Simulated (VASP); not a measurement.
# Sb: single point with PBE

The system is Sb.

```
Sb
1.0
     0.00000    2.39488    2.39488
     2.39488    0.00000    2.39488
     2.39488    2.39488    0.00000
Sb
1
Direct
  0.00000 0.00000 0.00000
```

| Item | Value |
| --- | --- |
| Program | VASP 6.6.1 |
| Task | single point |
| Functional | PBE |
| Potentials or basis | VASP PAW PBE potentials, release 64 (Sb) |
| Cutoff | 500 eV |
| k mesh | 16 × 16 × 16 |
| Occupations | gaussian, width 0.1 eV |
| Spin | no spin polarisation |

```json
{
  "Pressure": "-0.1 GPa"
}
```

Levels at points of the mesh, in eV from the Fermi level:
```
           k point  band 1  band 2  band 3  band 4  band 5
(0.00, 0.00, 0.00)  -12.75    5.20    5.20    5.20    9.91
(0.50, 0.00, 0.00)   -9.11   -5.66    3.56    3.56    8.07
(0.50, 0.50, 0.00)   -7.54   -4.79    0.40    0.40    4.15
```

Wall time 19 s on 1 thread of Intel(R) Xeon(R) Platinum 8488C (Sapphire Rapids) (shared host), peak memory 0.17 GiB.

Caveat: spin-orbit coupling is left out, which moves the levels of the heavy elements.
